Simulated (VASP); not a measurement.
# BN (P6_3mc) in VASP: settings compared

The runs below take BN through single point, with r2SCAN, HSE06.

Program: VASP 6.6.1. These are calculated values, not measurements. Logs are shortened: lines on timing, memory, paths and dates and some standing lists are left out, and cuts for length are marked.

### 1 The cell of the first run

It takes space group P6_3mc (No. 186, hexagonal). The conventional cell has a = 2.595 Å, b = 2.595 Å, c = 4.292 Å, α = 90.00°, β = 90.00°, γ = 120.00°. B (site symmetry 3m) has 4 N at 1.59 to 1.61 Å within 2.1 Å. Within 2.1 Å of N (site symmetry 3m) lie 4 B at 1.59 to 1.61 Å.

### 2 Single point, r2SCAN (strain +2.0%)

The input, POSCAR:

```
BN
1.0
    2.5948289996      0.0000000000      0.0000000000
   -1.2974144998      2.2471878321      0.0000000000
    0.0000000000      0.0000000000      4.2919716483
B N
2 2
Direct
    0.3333333333      0.6666666667     -0.0000513168
    0.6666666667      0.3333333333      0.4999486832
    0.3333333333      0.6666666667      0.3750513168
    0.6666666667      0.3333333333      0.8750513168
```

The input, INCAR.step1:

```
SYSTEM = BN
PREC = Accurate
ENCUT = 520
ISMEAR = 0
SIGMA = 0.01
LREAL = .False.
LASPH = .True.
NELM = 80
NBANDS = 16
GGA = PE
ALGO = Normal
EDIFF = 1E-4
LWAVE = .True.
LCHARG = .False.
```

The input, INCAR.step2:

```
SYSTEM = BN
PREC = Accurate
ENCUT = 520
EDIFF = 1E-6
ISMEAR = 0
SIGMA = 0.01
LREAL = .False.
LASPH = .True.
NELM = 80
ALGO = Normal
ISIF = 2
LWAVE = .False.
LCHARG = .True.
METAGGA = R2SCAN
LMIXTAU = .True.
LELF = .True.
LVHAR = .True.
NBANDS = 16
ISTART = 1
```

The input, KPOINTS:

```
regular mesh
0
Gamma
  12 12 6
  0 0 0
```

Potentials or basis: VASP PAW PBE potentials, release 64 (B, N).

Started as:

```sh
$ cat potpaw_PBE.64/B/POTCAR potpaw_PBE.64/N/POTCAR > POTCAR
$ cp INCAR.step1 INCAR
$ mpirun -np 1 vasp_std > vasp.out
$ cp INCAR.step2 INCAR
$ mpirun -np 1 vasp_std > vasp.out
```

OUTCAR:

```text
SYSTEM = BN
   PREC = Accurate
   ENCUT = 520
   EDIFF = 1E-6
   ISMEAR = 0
   LREAL = .False.
   LASPH = .True.
   NELM = 80
   ISIF = 2
   METAGGA = R2SCAN
   ISTART = 1

 ion  position               nearest neighbor table
   1  0.333  0.667  1.000-   4 1.59   4 1.59   4 1.59   3 1.61
   2  0.667  0.333  0.500-   3 1.59   3 1.59   3 1.59   4 1.61
   3  0.333  0.667  0.375-   2 1.59   2 1.59   2 1.59   1 1.61
   4  0.667  0.333  0.875-   1 1.59   1 1.59   1 1.59   2 1.61

  LATTYP: Found a hexagonal cell.
 ALAT       =     2.5948289996
 C/A-ratio  =     1.6540479735

  Lattice vectors:

 A1 = (   2.5948289996,   0.0000000000,   0.0000000000)
 A2 = (  -1.2974144998,   2.2471878321,   0.0000000000)
 A3 = (   0.0000000000,   0.0000000000,   4.2919716483)

Analysis of symmetry for initial positions (statically):
=====================================================================
 Subroutine PRICEL returns:
 Original cell was already a primitive cell.

 Routine SETGRP: Setting up the symmetry group for a
 hexagonal supercell.

 Subroutine GETGRP returns: Found 12 space group operations
 (whereof  6 operations were pure point group operations)
 out of a pool of 24 trial point group operations.

The static configuration has the point symmetry C_3v.
 The point group associated with its full space group is C_6v.

Analysis of symmetry for dynamics (positions and initial velocities):
=====================================================================
 Subroutine PRICEL returns:
 Original cell was already a primitive cell.

 Routine SETGRP: Setting up the symmetry group for a
 hexagonal supercell.

 Subroutine GETGRP returns: Found 12 space group operations
 (whereof  6 operations were pure point group operations)
 out of a pool of 24 trial point group operations.

The dynamic configuration has the point symmetry C_3v.
 The point group associated with its full space group is C_6v.

 Subroutine INISYM returns: Found 12 space group operations
 (whereof  6 operations are pure point group operations),
 and found     1 'primitive' translations

----------------------------------------------------------------------------------------

                                     Primitive cell

  volume of cell :      25.0268

  direct lattice vectors                    reciprocal lattice vectors
     2.594829000  0.000000000  0.000000000     0.385381850  0.222500315  0.000000000
    -1.297414500  2.247187832  0.000000000     0.000000000  0.445000630  0.000000000
     0.000000000  0.000000000  4.291971648     0.000000000  0.000000000  0.232993151

  length of vectors
     2.594829000  2.594829000  4.291971648     0.445000630  0.445000630  0.232993151

  position of ions in fractional coordinates (direct lattice)
     0.333333333  0.666666667  0.999948683
     0.666666667  0.333333333  0.499948683
     0.333333333  0.666666667  0.375051317
     0.666666667  0.333333333  0.875051317

  ion indices of the primitive-cell ions
   primitive index   ion index
                 1           1
                 2           2
                 3           3
                 4           4

----------------------------------------------------------------------------------------

 KPOINTS: regular mesh

Automatic generation of k-mesh.
 Grid dimensions read from file:
 generate k-points for:   12   12    6

 Generating k-lattice:

  Cartesian coordinates                     Fractional coordinates (reciprocal lattice)
     0.032115154  0.018541693  0.000000000     0.083333333  0.000000000  0.000000000
     0.000000000  0.037083386  0.000000000     0.000000000  0.083333333  0.000000000
     0.000000000  0.000000000  0.038832192     0.000000000  0.000000000  0.166666667

  Length of vectors
     0.037083386  0.037083386  0.038832192

  Shift w.r.t. Gamma in fractional coordinates (k-lattice)
     0.000000000  0.000000000  0.000000000

 Subroutine IBZKPT returns following result:
 ===========================================

 Found     76 irreducible k-points:

 Following reciprocal coordinates:
            Coordinates               Weight
  0.000000  0.000000  0.000000      1.000000
  0.083333 -0.000000  0.000000      6.000000
  0.166667 -0.000000  0.000000      6.000000
  0.250000 -0.000000  0.000000      6.000000
  0.333333  0.000000  0.000000      6.000000
  0.416667  0.000000  0.000000      6.000000
[... 16 lines left out ...]
  0.250000 -0.000000  0.166667     12.000000
  0.333333  0.000000  0.166667     12.000000
 [... further k-points ...]
   k-points           NKPTS =     76   k-points in BZ     NKDIM =     76   number of bands    NBANDS=     16
   number of dos      NEDOS =    301   number of ions     NIONS =      4
   total plane-waves  NPLWV =  12800
   dimension x,y,z NGX =    20 NGY =   20 NGZ =   32
   dimension x,y,z NGXF=    40 NGYF=   40 NGZF=   64
   ions per type =               2   2
   NGX,Y,Z   is equivalent  to a cutoff of  12.81, 12.81, 12.39 a.u.
   NGXF,Y,Z  is equivalent  to a cutoff of  25.63, 25.63, 24.79 a.u.
 SYSTEM =  BN
   PREC   = accura    normal or accurate (medium, high low for compatibility)
   ISTART =      1    job   : 0-new  1-cont  2-samecut
   ICHARG =      0    charge: 1-file 2-atom 10-const
   ISPIN  =      1    spin polarized calculation?
   LNONCOLLINEAR =      F non collinear calculations
   LSORBIT =      F    spin-orbit coupling
   LASPH  =      T    aspherical Exc in radial PAW
   ENCUT  =  520.0 eV  38.22 Ry    6.18 a.u.   4.82  4.82  7.98*2*pi/ulx,y,z
   NELM   =     80;   NELMIN=  2; NELMDL=  0     # of ELM steps
   EDIFF  = 0.1E-05   stopping-criterion for ELM
   LREAL  =      F    real-space projection
   EDIFFG = 0.1E-04   stopping-criterion for IOM
   NSW    =      0    number of steps for IOM
   IBRION =     -1    ionic relax: 0-MD 1-quasi-New 2-CG
   NFREE  =      0    steps in history (QN), initial steepest desc. (CG)
   ISIF   =      2    stress and relaxation
   ISYM   =      2    0-nonsym 1-usesym 2-fastsym
   POTIM  = 0.5000    time-step for ionic-motion
   TEBEG  =    0.0;   TEEND  =   0.0 temperature during run
   PSTRESS=    0.0 pullay stress
   NELECT =      16.0000    total number of electrons
   NUPDOWN=      -1.0000    fix difference up-down
   EMIN   =  10.00;   EMAX   =-10.00  energy-range for DOS
   EFERMI =   0.00;   METHOD = LEGACY
   ISMEAR =     0;   SIGMA  =   0.01  broadening in eV -4-tet -1-fermi 0-gaus
   EFERMI_NEDOS =   21; number of points for ismear=-14 and -15
   IALGO  =     38    algorithm
   IMIX   =      4    mixing-type and parameters
     AMIX     =   0.40;   BMIX     =  1.00
     AMIX_MAG =   1.60;   BMIX_MAG =  1.00
  volume/ion in A,a.u.               =       6.26        42.22
  Fermi-wavevector in a.u.,A,eV,Ry     =   1.410305  2.665091 27.061462  1.988961
  Thomas-Fermi vector in A             =   2.532273
   LORBIT       =      0    0 simple, 1 ext, 2 COOP (PROOUT), +10 PAW based schemes
   METAGGA = R2SCAN    functional components
   LHFCALC =     F    Hartree Fock is set to
   AEXX    =    0.0000 exact exchange contribution
   IVDW    =     0    specifies the selected vdW correction
   LEPSILON=     F    determine dielectric tensor
   LRPA    =     F    only Hartree local field effects (RPA)
 non-spin polarized calculation
 Gauss-broadening in eV      SIGMA  =   0.01
  energy-cutoff  :      520.00
  volume of cell :       25.03
 maximum number of plane-waves:       699
 NGX is ok and might be reduce to    20
   NGX =  9   NGY =  9   NGZ = 15

 number of electron      16.0000000 magnetization

 Free energy of the ion-electron system (eV)
  ---------------------------------------------------
  ext. energy  EPLUGINS =         0.00000000
  ---------------------------------------------------
  free energy    TOTEN  =       -38.18041549 eV

  energy without entropy =      -38.18041549  energy(sigma->0) =      -38.18041549

 E-fermi :   6.7385     XC(G=0): -13.3333

 val. band max:        6.6887980235   @ k =   0.0000   0.0000   0.0000
 cond. band min:      12.5129659444   @ k =   0.3333   0.3333   0.0000
 fundamental gap:      5.8241679209
 Fermi energy:         6.7384938803

 k-point     1 :       0.0000    0.0000    0.0000
  band No.  band energies     occupation
      1     -14.1057      2.00000
      2     -10.1442      2.00000
      3      -4.0601      2.00000
      4       4.6124      2.00000
      5       4.6124      2.00000
      6       6.4713      2.00000
[... 8 lines left out ...]
     15      19.0007      0.00000
     16      23.3387      0.00000

 k-point     2 :       0.0833   -0.0000    0.0000
  band No.  band energies     occupation
      1     -13.9564      2.00000
      2     -10.0315      2.00000
      3      -3.9110      2.00000
      4       3.9136      2.00000
      5       4.3380      2.00000
      6       6.0980      2.00000
[... 8 lines left out ...]
     15      19.4416      0.00000
     16      23.1033      0.00000

 k-point     3 :       0.1667   -0.0000    0.0000
  band No.  band energies     occupation
      1     -13.5144      2.00000
      2      -9.7107      2.00000
      3      -3.4704      2.00000
      4       2.2438      2.00000
      5       3.6896      2.00000
      6       4.6507      2.00000
[... 8 lines left out ...]
     15      20.5929      0.00000
     16      22.4434      0.00000

 k-point     4 :       0.2500   -0.0000    0.0000
  band No.  band energies     occupation
      1     -12.7998      2.00000
      2      -9.2463      2.00000
      3      -2.7610      2.00000
      4       0.2827      2.00000
      5       2.8598      2.00000
      6       2.9592      2.00000
[... 8 lines left out ...]
     15      22.0884      0.00000
     16      22.4314      0.00000
[... 324 lines left out ...]
 k-point    22 :       0.1667   -0.0000    0.1667
  band No.  band energies     occupation
      1     -13.3537      2.00000
      2     -10.1812      2.00000
      3      -2.7367      2.00000
      4       2.3901      2.00000
      5       3.8191      2.00000
      6       4.2098      2.00000
[... 8 lines left out ...]
     15      20.2801      0.00000
     16      22.3663      0.00000

 k-point    23 :       0.2500   -0.0000    0.1667
  band No.  band energies     occupation
      1     -12.6447      2.00000
      2      -9.6624      2.00000
      3      -2.1784      2.00000
      4       0.5119      2.00000
      5       2.4338      2.00000
      6       3.0962      2.00000
[... 8 lines left out ...]
     15      21.7534      0.00000
     16      22.4891      0.00000

 k-point    24 :       0.3333    0.0000    0.1667
  band No.  band energies     occupation
      1     -11.7167      2.00000
      2      -9.1157      2.00000
      3      -2.0586      2.00000
      4      -0.5836      2.00000
      5       0.6673      2.00000
      6       2.4838      2.00000
[... 8 lines left out ...]
     15      23.1563      0.00000
     16      23.2825      0.00000

 [... further k-points ...]
[... 5 lines left out ...]
  --------------------------------------------------------------------------------------
  -------------------------------------------------------------------------------------
  Total       -3.1122070     -3.1122070     -3.1309199      0.0000000      0.0000000      0.0000000
  in kB     -199.2388794   -199.2388794   -200.4368520      0.0000000      0.0000000      0.0000000
  external PRESSURE =    -199.6382036 kB  Pullay stress =       0.0000000 kB

 VOLUME and BASIS-vectors are now :
 -----------------------------------------------------------------------------
  energy-cutoff  :      520.00
  volume of cell :       25.03
      direct lattice vectors                 reciprocal lattice vectors
     2.594829000  0.000000000  0.000000000     0.385381850  0.222500315  0.000000000
    -1.297414500  2.247187832  0.000000000     0.000000000  0.445000630  0.000000000
     0.000000000  0.000000000  4.291971648     0.000000000  0.000000000  0.232993151

 POSITION                                       TOTAL-FORCE (eV/Angst)
 -----------------------------------------------------------------------------------
     -0.00000      1.49813      4.29175         0.000000      0.000000      0.002975
      1.29741      0.74906      2.14577         0.000000     -0.000000      0.002975
     -0.00000      1.49813      1.60971        -0.000000      0.000000     -0.002975
      1.29741      0.74906      3.75570         0.000000     -0.000000     -0.002975
 -----------------------------------------------------------------------------------
    total drift:                               -0.000000      0.000000     -0.002284

  FREE ENERGIE OF THE ION-ELECTRON SYSTEM (eV)
  ---------------------------------------------------
  free  energy   TOTEN  =       -38.1804154939 eV

  energy  without entropy=      -38.1804154939  energy(sigma->0) =      -38.18041549
```

Wall time 84 s (1 thread of AMD EPYC 7R13, shared host); peak memory 0.12 GiB.

What came out:

- Free energy: -38.1804 eV
- Pressure: -20.0 GPa
- Band gap on the k mesh: 5.82 eV (least direct gap 8.68 eV)

Forces on the atoms (eV/Å):
```
B    0.000  0.000  0.003
B    0.000  0.000  0.003
N    0.000  0.000 -0.003
N    0.000  0.000 -0.003
```

Levels at points of the mesh, in eV from the valence-band top:
```
           k point  band 4  band 5  band 6  band 7  band 8  band 9  band 10  band 11  band 12  band 13
(0.00, 0.00, 0.00)   -2.08   -2.08   -0.22    0.00    0.00    8.84     8.84     8.91     9.48    10.66
(0.50, 0.00, 0.00)   -7.81   -6.84   -4.89   -4.22   -2.08    7.07     8.42    11.09    11.58    13.22
(0.00, 0.00, 0.50)   -5.69   -1.14   -1.14   -1.14   -1.14    9.67     9.67    10.37    10.37    10.37
(0.50, 0.00, 0.50)   -9.93   -3.69   -3.69   -3.51   -3.51    6.96     6.96    10.30    10.30    14.74
```

Caveat: the cell differs from its parent crystal (strain +2.0%); the cell stands under tension; the PAW data sets were made with another functional, which shifts forces and pressure a little.

### 3 Single point, r2SCAN (strain +3.0%)

The input, POSCAR:

```
BN
1.0
    2.6202684995      0.0000000000      0.0000000000
   -1.3101342498      2.2692190853      0.0000000000
    0.0000000000      0.0000000000      4.3340498018
B N
2 2
Direct
    0.3333333333      0.6666666667     -0.0001895886
    0.6666666667      0.3333333333      0.4998104114
    0.3333333333      0.6666666667      0.3751895886
    0.6666666667      0.3333333333      0.8751895886
```

The input, INCAR.step1:

```
SYSTEM = BN
  ALGO = Normal
  EDIFF = 1E-4
  ENCUT = 520
  GGA = PE
  ISMEAR = 0
  LASPH = .True.
  LCHARG = .False.
  LREAL = .False.
  LWAVE = .True.
  NBANDS = 16
  NELM = 100
  PREC = Accurate
  SIGMA = 0.01
```

The input, INCAR.step2:

```
SYSTEM = BN
  ALGO = Normal
  EDIFF = 1E-7
  ENCUT = 520
  ISIF = 2
  ISMEAR = 0
  ISTART = 1
  LASPH = .True.
  LCHARG = .False.
  LMIXTAU = .True.
  LREAL = .False.
  LWAVE = .False.
  METAGGA = R2SCAN
  NBANDS = 16
  NELM = 100
  PREC = Accurate
  SIGMA = 0.01
```

The input, KPOINTS:

```
k-points
0
Gamma
  12 12 6
  0 0 0
```

Potentials or basis: VASP PAW PBE potentials, release 64 (B, N).

Started as:

```sh
$ cat potpaw_PBE.64/B/POTCAR potpaw_PBE.64/N/POTCAR > POTCAR
$ cp INCAR.step1 INCAR
$ mpirun -np 1 vasp_std > vasp.out
$ cp INCAR.step2 INCAR
$ mpirun -np 1 vasp_std > vasp.out
```

Run time: 1.7 min. Hardware: 1 thread of AMD EPYC 7R13, shared host; peak memory 0.12 GiB.

It converged, with:

```
Free energy            : -38.0689 eV
Pressure               : -28.7 GPa
Band gap on the k mesh : 5.87 eV (least direct gap 8.52 eV)
```

Forces in eV/Å, atoms in the order of the input:
```
B    0.000  0.000  0.003
B    0.000  0.000  0.003
N    0.000  0.000 -0.003
N    0.000  0.000 -0.003
```

Levels at points of the mesh, in eV from the valence-band top:
| k point | band 5 | band 6 | band 7 | band 8 | band 9 | band 10 | band 11 | band 12 |
| --- | --- | --- | --- | --- | --- | --- | --- | --- |
| (0.00, 0.00, 0.00) | -2.01 | -0.19 | 0.00 | 0.00 | 8.69 | 8.72 | 8.72 | 9.12 |
| (0.50, 0.00, 0.00) | -6.66 | -4.74 | -4.06 | -2.02 | 6.96 | 8.33 | 10.95 | 11.25 |
| (0.00, 0.00, 0.50) | -1.11 | -1.11 | -1.11 | -1.11 | 9.38 | 9.38 | 10.21 | 10.21 |
| (0.50, 0.00, 0.50) | -3.58 | -3.58 | -3.40 | -3.40 | 6.85 | 6.85 | 10.09 | 10.09 |

Caveat: the cell differs from its parent crystal (strain +3.0%); the cell stands under tension; the PAW data sets were made with another functional, which shifts forces and pressure a little.

### 4 Single point, HSE06 (strain +2.0%)

The input, POSCAR:

```
BN
1.0
    2.5948289996      0.0000000000      0.0000000000
   -1.2974144998      2.2471878321      0.0000000000
    0.0000000000      0.0000000000      4.2919716483
B N
2 2
Direct
    0.3333333333      0.6666666667     -0.0000513168
    0.6666666667      0.3333333333      0.4999486832
    0.3333333333      0.6666666667      0.3750513168
    0.6666666667      0.3333333333      0.8750513168
```

The input, INCAR.step1:

```
SYSTEM = BN
ALGO = Normal
EDIFF = 1E-5
ENCUT = 520
GGA = PE
ISIF = 2
ISMEAR = 0
LASPH = .TRUE.
LCHARG = .FALSE.
LREAL = .FALSE.
LWAVE = .TRUE.
NBANDS = 16
NELM = 60
PREC = Accurate
SIGMA = 0.01
```

The input, INCAR.step2:

```
SYSTEM = BN
ALGO = Normal
EDIFF = 1E-7
ENCUT = 520
GGA = PE
HFSCREEN = 0.2079
ISIF = 2
ISMEAR = 0
ISTART = 1
LASPH = .TRUE.
LCHARG = .FALSE.
LHFCALC = .TRUE.
LREAL = .FALSE.
LWAVE = .FALSE.
NBANDS = 16
NELM = 60
PREC = Accurate
PRECFOCK = Normal
SIGMA = 0.01
```

The input, KPOINTS:

```
k-points
0
G
  9 9 4
  0 0 0
```

Started as:

```sh
$ cat potpaw_PBE.64/B/POTCAR potpaw_PBE.64/N/POTCAR > POTCAR
$ cp INCAR.step1 INCAR
$ mpirun -np 1 vasp_std > vasp.out
$ cp INCAR.step2 INCAR
$ mpirun -np 1 vasp_std > vasp.out
```

Wall time 84 min (1 thread of Oxide Virtual Turin-like, shared host); peak memory 0.22 GiB.

Results (log left out):

| Item | Value |
| --- | --- |
| Free energy | -40.4498 eV |
| Pressure | -24.8 GPa |
| Largest force | 0.006 eV/Å |
| Band gap on the k mesh | 6.62 eV (least direct gap 9.63 eV) |

Forces in eV/Å, atoms in the order of the input:
```
B    0.000  0.000 -0.006
B    0.000  0.000 -0.006
N    0.000  0.000  0.006
N    0.000  0.000  0.006
```

Stress tensor (GPa, compression positive):
```
-24.54   0.00   0.00
  0.00 -24.54   0.00
  0.00   0.00 -25.25
```

Levels at points of the mesh, in eV from the valence-band top:
```csv
k point,band 5,band 6,band 7,band 8,band 9,band 10,band 11,band 12
"(0.00, 0.00, 0.00)",-2.16,-0.21,0.00,0.00,9.83,9.83,9.93,10.49
"(0.00, 0.00, 0.50)",-1.19,-1.19,-1.19,-1.19,10.64,10.64,11.40,11.40
```

Caveat: the cell differs from its parent crystal (strain +2.0%); the cell stands under tension; the PAW data sets were made with another functional, which shifts forces and pressure a little; an odd mesh through Γ misses points on the zone boundary, where band edges can lie.

### 5 Overview

| level | cell | k mesh | grid for exact exchange (PRECFOCK) | share of exact exchange | screening parameter | gap on the mesh (eV) | pressure (GPa) |
| --- | --- | --- | --- | --- | --- | --- | --- |
| r2SCAN | a = 2.595, b = 2.595, c = 4.292 Å, angles 90.0, 90.0, 120.0°, 4 atoms | 12 × 12 × 6 | - | - | - | 5.82 | -20.0 |
| r2SCAN | a = 2.620, b = 2.620, c = 4.334 Å, angles 90.0, 90.0, 120.0°, 4 atoms | 12 × 12 × 6 | - | - | - | 5.87 | -28.7 |
| HSE06 | a = 2.595, b = 2.595, c = 4.292 Å, angles 90.0, 90.0, 120.0°, 4 atoms | 9 × 9 × 4 | Normal | 0.25 | 0.2079 1/Å | 6.62 | -24.8 |

Alike in all rows: task single point; potentials or basis VASP PAW PBE potentials, release 64 (B, N); no spin polarisation; cutoff (eV) 520; smearing gaussian 0.01 eV.

Caveats: the cell stands under tension; the PAW data sets were made with another functional, which shifts forces and pressure a little; an odd mesh through Γ misses points on the zone boundary, where band edges can lie (at least some runs).

Absolute energies hang on the potentials; compare differences alone.
